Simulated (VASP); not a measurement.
Input of a VASP 6.6.1 run:

The input INCAR:

```
PREC     = Accurate       # precision mode
ENCUT    = 520            # plane-wave cutoff, eV
EDIFF    = 1E-7           # SCF threshold, eV
ISMEAR   = -1             # smearing method
SIGMA    = 0.02           # smearing width, eV
LREAL    = Auto         
LASPH    = True           # aspherical terms in the spheres
NELM     = 60             # most SCF steps
ALGO     = Normal         # electronic algorithm
ISIF     = 2              # what is computed and relaxed
LWAVE    = False          # write WAVECAR
LCHARG   = False          # write CHGCAR
GGA      = PE             # functional
NBANDS   = 112            # bands
```

KPOINTS

```
Automatic mesh
0
Gamma
  3 7 3
```

Contents of POSCAR:

```
Bi2S3
1.0
   11.2690000000      0.0000000000      0.0000000000
    0.0000000000      3.9717000000      0.0000000000
    0.0000000000      0.0000000000     11.1290000000
Bi S
8 12
Direct
    0.0103437295      0.2500000000      0.6750628712
    0.4896562705      0.7500000000      0.1750628712
    0.5103437295      0.2500000000      0.8249371288
    0.9896562705      0.7500000000      0.3249371288
    0.3367732289      0.2500000000      0.4680148528
    0.1632267711      0.7500000000      0.9680148528
    0.8367732289      0.2500000000      0.0319851472
    0.6632267711      0.7500000000      0.5319851472
    0.0500051045      0.2500000000      0.1293452092
    0.4499948955      0.7500000000      0.6293452092
    0.5500051045      0.2500000000      0.3706547908
    0.9499948955      0.7500000000      0.8706547908
    0.3774065098      0.2500000000      0.0564080098
    0.1225934902      0.7500000000      0.5564080098
    0.8774065098      0.2500000000      0.4435919902
    0.6225934902      0.7500000000      0.9435919902
    0.2165072836      0.2500000000      0.8063918200
    0.2834927164      0.7500000000      0.3063918200
    0.7165072836      0.2500000000      0.6936081800
    0.7834927164      0.7500000000      0.1936081800
```

Potentials or basis: VASP PAW PBE potentials, release 64 (Bi_d, S).

Launch:

```console
$ cat potpaw_PBE.64/Bi_d/POTCAR potpaw_PBE.64/S/POTCAR > POTCAR
$ mpirun -np 1 vasp_std > vasp.out
```

Estimate the band gap on the k mesh.

1.31 eV (least direct gap 1.45 eV).

Estimate the pressure.

1.6 GPa.

What does it give for the largest force?

0.031 eV/Å.

Forces in eV/Å, atoms in the order of the input:
```
Bi   0.029  0.000 -0.012
Bi  -0.029  0.000 -0.012
Bi   0.029  0.000  0.012
Bi  -0.029  0.000  0.012
Bi   0.002  0.000 -0.006
Bi  -0.002  0.000 -0.006
Bi   0.002  0.000  0.006
Bi  -0.002  0.000  0.006
S   -0.007  0.000  0.013
S    0.007  0.000  0.013
S   -0.007  0.000 -0.013
S    0.007  0.000 -0.013
S    0.007  0.000 -0.004
S   -0.007  0.000 -0.004
S    0.007  0.000  0.004
S   -0.007  0.000  0.004
S    0.005  0.000 -0.006
S   -0.005  0.000 -0.006
S    0.005  0.000  0.006
S   -0.005  0.000  0.006
```

Caveat: spin-orbit coupling is left out, which moves the levels of the heavy elements. A k mesh can miss the band edges.
